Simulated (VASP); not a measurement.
# GaP (I-4m2) in VASP: further runs, part 2 of 2

VASP 6.6.1. Earlier steps stand in the parts before.

## (4) Relaxation of the atoms, PBE (strained cell)

Input file INCAR:

```
SYSTEM = GaP
ALGO = Normal ; EDIFF = 1E-7
EDIFFG = -0.002 ; ENCUT = 450
GGA = PE ; GGA_COMPAT = .FALSE.
IBRION = 2 ; ISIF = 2
ISMEAR = 0 ; LASPH = .TRUE.
LCHARG = .FALSE. ; LREAL = .FALSE.
LWAVE = .FALSE. ; NELM = 120
NELMIN = 4 ; NSW = 60
PREC = Accurate ; SIGMA = 0.02
```

Input file KPOINTS:

```
k-points
0
G
  8 8 8
  0 0 0
```

Input file POSCAR:

```
GaP
1.0
    0.0000000000      2.7805117468      2.7312889232
    2.7805117468      0.0000000000      2.7312889232
    2.7805117468      2.7805117468      0.0000000000
Ga P
1 1
Direct
    0.0000000000      0.0000000000      0.0000000000
    0.2500000000      0.2500000000      0.2500000000
```

Potentials or basis: VASP PAW PBE potentials, release 64 (Ga_d, P).

The run is started by

```console
$ cat potpaw_PBE.64/Ga_d/POTCAR potpaw_PBE.64/P/POTCAR > POTCAR
$ mpirun -np 1 vasp_std > vasp.out
```

OUTCAR:

```text
SYSTEM = GaP
   EDIFF = 1E-7
   EDIFFG = -0.002
   ENCUT = 450
   GGA = PE
   IBRION = 2
   ISIF = 2
   ISMEAR = 0
   LASPH = .TRUE.
   LREAL = .FALSE.
   NELM = 120
   NELMIN = 4
   NSW = 60
   PREC = Accurate

 ion  position               nearest neighbor table
   1  0.000  0.000  0.000-   2 2.39   2 2.39   2 2.39   2 2.39
   2  0.250  0.250  0.250-   1 2.39   1 2.39   1 2.39   1 2.39

  LATTYP: Found a body centered tetragonal cell.
 ALAT       =     3.9322374227
 C/A-ratio  =     1.3891780326

  Lattice vectors:

 A1 = (   0.0000000000,  -2.7805117468,  -2.7312889232)
 A2 = (   0.0000000000,   2.7805117468,  -2.7312889232)
 A3 = (   2.7805117468,   0.0000000000,   2.7312889232)

Analysis of symmetry for initial positions (statically):
=====================================================================
 Subroutine PRICEL returns:
 Original cell was already a primitive cell.

 Routine SETGRP: Setting up the symmetry group for a
 body centered tetragonal supercell.

 Subroutine GETGRP returns: Found  8 space group operations
 (whereof  8 operations were pure point group operations)
 out of a pool of 16 trial point group operations.

The static configuration has the point symmetry D_2d.

Analysis of symmetry for dynamics (positions and initial velocities):
=====================================================================
 Subroutine PRICEL returns:
 Original cell was already a primitive cell.

 Routine SETGRP: Setting up the symmetry group for a
 body centered tetragonal supercell.

 Subroutine GETGRP returns: Found  8 space group operations
 (whereof  8 operations were pure point group operations)
 out of a pool of 16 trial point group operations.

The dynamic configuration has the point symmetry D_2d.

 Subroutine INISYM returns: Found  8 space group operations
 (whereof  8 operations are pure point group operations),
 and found     1 'primitive' translations

[... 125 lines left out ...]
 conjugate gradient relaxation of ions
 non-spin polarized calculation
 Gauss-broadening in eV      SIGMA  =   0.02
  energy-cutoff  :      450.00
  volume of cell :       42.23
 maximum number of plane-waves:       934
   NGX = 13   NGY = 13   NGZ = 13

 number of electron      18.0000007 magnetization

 Free energy of the ion-electron system (eV)
  ---------------------------------------------------
  ext. energy  EPLUGINS =         0.00000000
  ---------------------------------------------------
  free energy    TOTEN  =        -9.12154113 eV

  energy without entropy =       -9.12154113  energy(sigma->0) =       -9.12154113

 E-fermi :   4.4481     XC(G=0):  -9.6414

 val. band max:        4.2927785346   @ k =   0.0000   0.0000   0.0000
 cond. band min:       5.7057725809   @ k =   0.0000   0.0000   0.0000
 fundamental gap:      1.4129940463
 Fermi energy:         4.4481261522

 k-point     1 :       0.0000    0.0000    0.0000
  band No.  band energies     occupation
      1     -10.2592      2.00000
      2     -10.2592      2.00000
      3     -10.2538      2.00000
      4     -10.1718      2.00000
      5     -10.1685      2.00000
      6      -7.9507      2.00000
      7       4.1986      2.00000
      8       4.1986      2.00000
      9       4.2928      2.00000
     10       5.7058      0.00000
     11       8.1024      0.00000
     12       8.1426      0.00000
     13       8.1426      0.00000
[... 354 lines left out ...]
  band No.  band energies     occupation
      1     -10.3163      2.00000
      2     -10.2368      2.00000
      3     -10.2315      2.00000
      4     -10.1736      2.00000
      5     -10.1631      2.00000
      6      -6.5779      2.00000
      7      -0.8151      2.00000
      8       2.5981      2.00000
      9       2.9262      2.00000
     10       6.8648      0.00000
     11       8.5948      0.00000
     12       9.8879      0.00000
     13      10.5859      0.00000

 [... further k-points ...]

------------------------ aborting loop because EDIFF is reached ----------------------------------------

  FORCE on cell =-STRESS in cart. coord.  units (eV):
  Direction    XX          YY          ZZ          XY          YZ          ZX
  --------------------------------------------------------------------------------------
  -------------------------------------------------------------------------------------
  Total       -0.3693808     -0.3693808     -0.0376538      0.0000000      0.0000000      0.0000000
  in kB      -14.0132142    -14.0132142     -1.4284753      0.0000000      0.0000000      0.0000000
  external PRESSURE =      -9.8183012 kB  Pullay stress =       0.0000000 kB

 VOLUME and BASIS-vectors are now :
 -----------------------------------------------------------------------------
  energy-cutoff  :      450.00
  volume of cell :       42.23
      direct lattice vectors                 reciprocal lattice vectors
     0.000000000  2.780511747  2.731288923    -0.179823013  0.179823013  0.183063753
     2.780511747  0.000000000  2.731288923     0.179823013 -0.179823013  0.183063753
     2.780511747  2.780511747  0.000000000     0.179823013  0.179823013 -0.183063753

 POSITION                                       TOTAL-FORCE (eV/Angst)
 -----------------------------------------------------------------------------------
      0.00000      0.00000      0.00000         0.000000     -0.000000     -0.000000
      1.39026      1.39026      1.36564        -0.000000      0.000000      0.000000
 -----------------------------------------------------------------------------------
    total drift:                                0.000001      0.000001      0.000000

  FREE ENERGIE OF THE ION-ELECTRON SYSTEM (eV)
  ---------------------------------------------------
  free  energy   TOTEN  =        -9.1215411256 eV

  energy  without entropy=       -9.1215411256  energy(sigma->0) =       -9.12154113

 reached required accuracy - stopping structural energy minimisation
```

Run time: 55 s. Hardware: 1 thread of Intel Xeon 8259CL, shared host; peak memory 0.17 GiB.

Results:

```yaml
Free_energy: -9.1215 eV
Pressure_after_relaxing: -1.0 GPa
Band_gap_on_the_k_mesh: 1.41 eV
```

Final structure:
```
Ga P
1.0
     0.00000    2.78051    2.73129
     2.78051    0.00000    2.73129
     2.78051    2.78051    0.00000
Ga P
1 1
Direct
  0.00000 0.00000 0.00000
  0.25000 0.25000 0.25000
```

Caveat: the cell differs from its parent crystal (strained cell); the relaxation stopped at its first step, so nothing moved. A k mesh can miss the band edges.

## (5) Relaxation of the atoms, PBE (strained cell)

Input file INCAR:

```
  PREC = Accurate
  ENCUT = 450
  EDIFF = 1E-7
  ISMEAR = 0
  SIGMA = 0.02
  LREAL = False
  LASPH = True
  NELM = 120
  ALGO = Normal
  ISIF = 2
  LWAVE = False
  LCHARG = False
  GGA = PE
  IBRION = 2
  NSW = 60
  EDIFFG = -0.002
  GGA_COMPAT = False
  NELMIN = 4
```

Input file KPOINTS:

```
Automatic mesh
0
Gamma
  8 8 8
```

Input file POSCAR:

```
GaP
1.0
    0.0000000000      2.7805117468      2.7299152550
    2.7805117468      0.0000000000      2.7299152550
    2.7805117468      2.7805117468      0.0000000000
Ga P
1 1
Direct
    0.0000000000      0.0000000000      0.0000000000
    0.2500000000      0.2500000000      0.2500000000
```

Potentials or basis: VASP PAW PBE potentials, release 64 (Ga_d, P).

The run is started by

```console
$ cat potpaw_PBE.64/Ga_d/POTCAR potpaw_PBE.64/P/POTCAR > POTCAR
$ mpirun -np 1 vasp_std > vasp.out
```

OUTCAR:

```text
PREC = Accurate
   ENCUT = 450
   EDIFF = 1E-7
   ISMEAR = 0
   LREAL = False
   LASPH = True
   NELM = 120
   ISIF = 2
   GGA = PE
   IBRION = 2
   NSW = 60
   EDIFFG = -0.002
   NELMIN = 4

 ion  position               nearest neighbor table
   1  0.000  0.000  0.000-   2 2.39   2 2.39   2 2.39   2 2.39
   2  0.250  0.250  0.250-   1 2.39   1 2.39   1 2.39   1 2.39

  LATTYP: Found a body centered tetragonal cell.
 ALAT       =     3.9322374227
 C/A-ratio  =     1.3884793625

  Lattice vectors:

 A1 = (   0.0000000000,  -2.7805117468,  -2.7299152550)
 A2 = (   0.0000000000,   2.7805117468,  -2.7299152550)
 A3 = (   2.7805117468,   0.0000000000,   2.7299152550)

Analysis of symmetry for initial positions (statically):
=====================================================================
 Subroutine PRICEL returns:
 Original cell was already a primitive cell.

 Routine SETGRP: Setting up the symmetry group for a
 body centered tetragonal supercell.

 Subroutine GETGRP returns: Found  8 space group operations
 (whereof  8 operations were pure point group operations)
 out of a pool of 16 trial point group operations.

The static configuration has the point symmetry D_2d.

Analysis of symmetry for dynamics (positions and initial velocities):
=====================================================================
 Subroutine PRICEL returns:
 Original cell was already a primitive cell.

 Routine SETGRP: Setting up the symmetry group for a
 body centered tetragonal supercell.

 Subroutine GETGRP returns: Found  8 space group operations
 (whereof  8 operations were pure point group operations)
 out of a pool of 16 trial point group operations.

The dynamic configuration has the point symmetry D_2d.

 Subroutine INISYM returns: Found  8 space group operations
 (whereof  8 operations are pure point group operations),
 and found     1 'primitive' translations
[... 122 lines left out ...]
   AEXX    =    0.0000 exact exchange contribution
   IVDW    =     0    specifies the selected vdW correction
   LEPSILON=     F    determine dielectric tensor
   LRPA    =     F    only Hartree local field effects (RPA)
 conjugate gradient relaxation of ions
 non-spin polarized calculation
 Gauss-broadening in eV      SIGMA  =   0.02
  energy-cutoff  :      450.00
  volume of cell :       42.21
 maximum number of plane-waves:       934
   NGX = 13   NGY = 13   NGZ = 13

 number of electron      18.0000007 magnetization

 Free energy of the ion-electron system (eV)
  ---------------------------------------------------
  ext. energy  EPLUGINS =         0.00000000
  ---------------------------------------------------
  free energy    TOTEN  =        -9.12154177 eV

  energy without entropy =       -9.12154177  energy(sigma->0) =       -9.12154177

 E-fermi :   4.4548     XC(G=0):  -9.6437

 val. band max:        4.2994229350   @ k =   0.0000   0.0000   0.0000
 cond. band min:       5.7146276373   @ k =   0.0000   0.0000   0.0000
 fundamental gap:      1.4152047024
 Fermi energy:         4.4547980706

 k-point     1 :       0.0000    0.0000    0.0000
  band No.  band energies     occupation
      1     -10.2550      2.00000
      2     -10.2550      2.00000
      3     -10.2495      2.00000
      4     -10.1675      2.00000
      5     -10.1642      2.00000
      6      -7.9494      2.00000
      7       4.2026      2.00000
      8       4.2026      2.00000
      9       4.2994      2.00000
     10       5.7146      0.00000
     11       8.1066      0.00000
     12       8.1479      0.00000
     13       8.1479      0.00000
[... 354 lines left out ...]
  band No.  band energies     occupation
      1     -10.3123      2.00000
      2     -10.2326      2.00000
      3     -10.2273      2.00000
      4     -10.1692      2.00000
      5     -10.1588      2.00000
      6      -6.5758      2.00000
      7      -0.8117      2.00000
      8       2.6012      2.00000
      9       2.9314      2.00000
     10       6.8716      0.00000
     11       8.5995      0.00000
     12       9.8942      0.00000
     13      10.5927      0.00000

 [... further k-points ...]

------------------------ aborting loop because EDIFF is reached ----------------------------------------

  FORCE on cell =-STRESS in cart. coord.  units (eV):
  Direction    XX          YY          ZZ          XY          YZ          ZX
  --------------------------------------------------------------------------------------
  -------------------------------------------------------------------------------------
  Total       -0.3627574     -0.3627574     -0.0221080      0.0000000      0.0000000      0.0000000
  in kB      -13.7688672    -13.7688672     -0.8391346      0.0000000      0.0000000      0.0000000
  external PRESSURE =      -9.4589563 kB  Pullay stress =       0.0000000 kB

 VOLUME and BASIS-vectors are now :
 -----------------------------------------------------------------------------
  energy-cutoff  :      450.00
  volume of cell :       42.21
      direct lattice vectors                 reciprocal lattice vectors
     0.000000000  2.780511747  2.729915255    -0.179823013  0.179823013  0.183155869
     2.780511747  0.000000000  2.729915255     0.179823013 -0.179823013  0.183155869
     2.780511747  2.780511747  0.000000000     0.179823013  0.179823013 -0.183155869

 POSITION                                       TOTAL-FORCE (eV/Angst)
 -----------------------------------------------------------------------------------
      0.00000      0.00000      0.00000         0.000000      0.000000      0.000000
      1.39026      1.39026      1.36496        -0.000000     -0.000000      0.000000
 -----------------------------------------------------------------------------------
    total drift:                                0.000001      0.000001      0.000000

  FREE ENERGIE OF THE ION-ELECTRON SYSTEM (eV)
  ---------------------------------------------------
  free  energy   TOTEN  =        -9.1215417712 eV

  energy  without entropy=       -9.1215417712  energy(sigma->0) =       -9.12154177

 reached required accuracy - stopping structural energy minimisation
```

OSZICAR:

```text
N       E                     dE             d eps       ncg     rms          rms(c)
DAV:   1     0.739035062744E+02    0.73904E+02   -0.87587E+03  1579   0.181E+03
DAV:   2    -0.380349237078E+01   -0.77707E+02   -0.74814E+02  1709   0.306E+02
DAV:   3    -0.927918828459E+01   -0.54757E+01   -0.54527E+01  1894   0.711E+01
DAV:   4    -0.937711586082E+01   -0.97928E-01   -0.97884E-01  1924   0.104E+01
DAV:   5    -0.937935106996E+01   -0.22352E-02   -0.22350E-02  1924   0.129E+00    0.406E+00
DAV:   6    -0.914419071829E+01    0.23516E+00   -0.46544E-01  2287   0.122E+01    0.266E+00
DAV:   7    -0.912066453104E+01    0.23526E-01   -0.10734E-01  1955   0.235E+00    0.108E+00
DAV:   8    -0.912101285797E+01   -0.34833E-03   -0.13989E-02  1794   0.174E+00    0.148E-01
DAV:   9    -0.912139594718E+01   -0.38309E-03   -0.15773E-03  1989   0.693E-01    0.927E-02
DAV:  10    -0.912146383735E+01   -0.67890E-04   -0.12991E-04  2079   0.118E-01    0.470E-02
DAV:  11    -0.912154233081E+01   -0.78493E-04   -0.12128E-04  1679   0.111E-01    0.769E-03
DAV:  12    -0.912154141106E+01    0.91975E-06   -0.48739E-06  2013   0.338E-02    0.239E-03
DAV:  13    -0.912154178295E+01   -0.37189E-06   -0.14018E-06  1819   0.117E-02    0.174E-03
DAV:  14    -0.912154177123E+01    0.11721E-07   -0.81032E-08  1337   0.312E-03
   1 F= -.91215418E+01 E0= -.91215418E+01  d E =-.912154E+01
```

CONTCAR:

```text
GaP
   1.00000000000000
     0.0000000000000000    2.7805117467999998    2.7299152549999999
     2.7805117467999998    0.0000000000000000    2.7299152549999999
     2.7805117467999998    2.7805117467999998    0.0000000000000000
  Ga              P
     1     1
Direct
     0.0000000000000000    0.0000000000000000    0.0000000000000000
     0.2500000000000000    0.2500000000000000    0.2500000000000000

  0.00000000E+00  0.00000000E+00  0.00000000E+00
  0.00000000E+00  0.00000000E+00  0.00000000E+00
```

Run time: 49 s. Hardware: 1 thread of Intel Xeon 8259CL, shared host; peak memory 0.17 GiB.

What came out:

```
Free energy             : -9.1215 eV
Pressure after relaxing : -0.9 GPa
Band gap on the k mesh  : 1.42 eV
```

Stress tensor (GPa, compression positive):
```
-1.38  0.00  0.00
 0.00 -1.38  0.00
 0.00  0.00 -0.08
```

Final structure:
```yaml
crystal:
  lattice:
    - [0.00000, 2.78051, 2.72992]
    - [2.78051, 0.00000, 2.72992]
    - [2.78051, 2.78051, 0.00000]
  atoms:
    - { symbol: Ga, position: [0.00000, 0.00000, 0.00000] }
    - { symbol: P, position: [0.25000, 0.25000, 0.25000] }
```

Levels at points of the mesh, in eV from the valence-band top:
```csv
k point,band 7,band 8,band 9,band 10,band 11,band 12
"(0.00, 0.00, 0.00)",-0.10,-0.10,0.00,1.42,3.81,3.85
"(0.50, 0.00, 0.00)",-6.46,-1.19,-1.05,1.47,4.60,4.74
"(0.50, 0.50, 0.00)",-6.55,-2.68,-2.68,1.60,1.68,10.21
"(0.50, 0.00, 0.50)",-6.66,-2.57,-2.56,1.72,1.85,10.19
```

Caveat: the cell differs from its parent crystal (strained cell); the relaxation stopped at its first step, so nothing moved. A k mesh can miss the band edges.

## (6) Relaxation of the atoms, PBE (strained cell)

Input file INCAR:

```
PREC     = Accurate       # precision mode
ENCUT    = 450            # plane-wave cutoff, eV
EDIFF    = 1E-7           # SCF threshold, eV
ISMEAR   = 0              # smearing method
SIGMA    = 0.02           # smearing width, eV
LREAL    = F              # projectors in reciprocal space
LASPH    = T              # aspherical terms in the spheres
NELM     = 120            # most SCF steps
ALGO     = Normal         # electronic algorithm
ISIF     = 2              # what is computed and relaxed
LWAVE    = F              # write WAVECAR
LCHARG   = F              # write CHGCAR
GGA      = PE             # functional
IBRION   = 2              # ionic algorithm
NSW      = 60             # ionic steps
EDIFFG   = -0.002         # ionic threshold
GGA_COMPAT= F            
NELMIN   = 4
```

Input file KPOINTS:

```
regular mesh
0
Gamma
  8 8 8
```

Input file POSCAR:

```
GaP
1.0
    0.0000000000      2.7805117468      2.7364640360
    2.7805117468      0.0000000000      2.7364640360
    2.7805117468      2.7805117468      0.0000000000
Ga P
1 1
Direct
    0.0000000000      0.0000000000      0.0000000000
    0.2500000000      0.2500000000      0.2500000000
```

Potentials or basis: VASP PAW PBE potentials, release 64 (Ga_d, P).

The run is started by

```console
$ cat potpaw_PBE.64/Ga_d/POTCAR potpaw_PBE.64/P/POTCAR > POTCAR
$ mpirun -np 1 vasp_std > vasp.out
```

Wall time 51 s (1 thread of Intel Xeon 8259CL, shared host); peak memory 0.17 GiB.

The run converged. Its results:

```yaml
Free_energy: -9.1215 eV
Pressure_after_relaxing: -1.1 GPa
Band_gap_on_the_k_mesh: 1.40 eV
```

Stress tensor (GPa, compression positive):
```
-1.49  0.00  0.00
 0.00 -1.49  0.00
 0.00  0.00 -0.37
```

Final structure:
```
Ga P
1.0
     0.00000    2.78051    2.73646
     2.78051    0.00000    2.73646
     2.78051    2.78051    0.00000
Ga P
1 1
Direct
  0.00000 0.00000 0.00000
  0.25000 0.25000 0.25000
```

Levels at points of the mesh, in eV from the valence-band top:
| k point | band 6 | band 7 | band 8 | band 9 | band 10 | band 11 | band 12 | band 13 |
| --- | --- | --- | --- | --- | --- | --- | --- | --- |
| (0.00, 0.00, 0.00) | -12.22 | -0.08 | -0.08 | 0.00 | 1.40 | 3.82 | 3.85 | 3.85 |
| (0.50, 0.00, 0.00) | -10.30 | -6.44 | -1.17 | -1.05 | 1.48 | 4.62 | 4.74 | 8.14 |
| (0.50, 0.50, 0.00) | -9.42 | -6.54 | -2.66 | -2.66 | 1.62 | 1.70 | 10.20 | 10.20 |
| (0.50, 0.00, 0.50) | -9.48 | -6.64 | -2.56 | -2.55 | 1.72 | 1.85 | 10.19 | 10.20 |

Caveat: the cell differs from its parent crystal (strained cell); the relaxation stopped at its first step, so nothing moved. A k mesh can miss the band edges.

## (7) The runs side by side

```csv
task,cell,cutoff (eV),smearing,gap on the mesh (eV),pressure (GPa)
single point,"a = 3.897, b = 3.897, c = 3.932 Å, angles 59.7, 59.7, 60.6°, 2 atoms",500,gaussian 0.02 eV,1.42,-0.9
single point,"a = 3.897, b = 3.897, c = 3.932 Å, angles 59.7, 59.7, 60.6°, 2 atoms",500,gaussian 0.01 eV,1.42,-0.9
relaxation of the atoms,"atoms relaxed from a = 3.898, b = 3.898, c = 3.932 Å, angles 59.7, 59.7, 60.6°, 2 atoms",450,gaussian 0.02 eV,1.41,-1.0
relaxation of the atoms,"atoms relaxed from a = 3.897, b = 3.897, c = 3.932 Å, angles 59.7, 59.7, 60.6°, 2 atoms",450,gaussian 0.02 eV,1.42,-0.9
relaxation of the atoms,"atoms relaxed from a = 3.901, b = 3.901, c = 3.932 Å, angles 59.7, 59.7, 60.5°, 2 atoms",450,gaussian 0.02 eV,1.40,-1.1
```

Alike in all rows: level PBE; potentials or basis VASP PAW PBE potentials, release 64 (Ga_d, P); no spin polarisation; k mesh 8 × 8 × 8.

Caveats: the relaxation stopped at its first step, so nothing moved (at least some runs).

Total energies depend on the potentials used, so only differences within one code and one set of settings carry meaning.
